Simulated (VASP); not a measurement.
## Al: single point with PBE+D3(BJ)

Crystal: Al.

```
Al
1.0
     2.84462    0.00000    0.00000
    -1.42231    2.46351    0.00000
     0.00000    0.00000    8.75944
Al
4
Direct
  0.00000 0.00000 0.00000
  0.33333 0.66667 0.25000
  0.00000 0.00000 0.50000
  0.66667 0.33333 0.75000
```

This cell differs from its parent crystal: volume 15.346 Å^3 an atom, c/a of the conventional cell 3.0793.

```
Program             : VASP 6.6.1
Task                : single point
Functional          : PBE
Dispersion          : D3(BJ)
Potentials or basis : VASP PAW PBE potentials, release 64 (Al)
Cutoff              : 520 eV
k mesh              : 18 × 18 × 6
Occupations         : gaussian, width 0.15 eV
Spin                : no spin polarisation
```

| Property | Result |
| --- | --- |
| Pressure | 3.4 GPa |
| Band gap on the k mesh | zero (band 6 reaches 13.66 eV, above the bottom of band 7 at 7.00 eV) |
| Dispersion energy per atom | -0.363 eV |

Stress tensor (GPa, compression positive):
```
1.43 0.00 0.00
0.00 1.43 0.00
0.00 0.00 7.30
```

Levels at points of the mesh, in eV from the Fermi level:
```csv
k point,band 3,band 4,band 5,band 6,band 7,band 8,band 9,band 10
"(0.00, 0.00, 0.00)",-9.74,-4.53,-3.73,4.75,4.77,10.28,10.28,10.49
"(0.50, 0.00, 0.00)",-4.24,-4.15,-3.56,-3.45,0.89,1.33,2.00,2.22
"(0.00, 0.00, 0.50)",-7.39,-7.39,-0.04,-0.04,10.06,10.06,10.64,10.64
"(0.50, 0.00, 0.50)",-5.20,-5.20,-1.90,-1.90,-1.18,-1.18,5.10,5.10
```

Run time: 36 s on 1 thread of Intel(R) Xeon(R) 6975P-C (Granite Rapids) (shared host), peak memory 0.24 GiB.

Caveat: pairwise dispersion overbinds metals, which lowers pressure and volume.
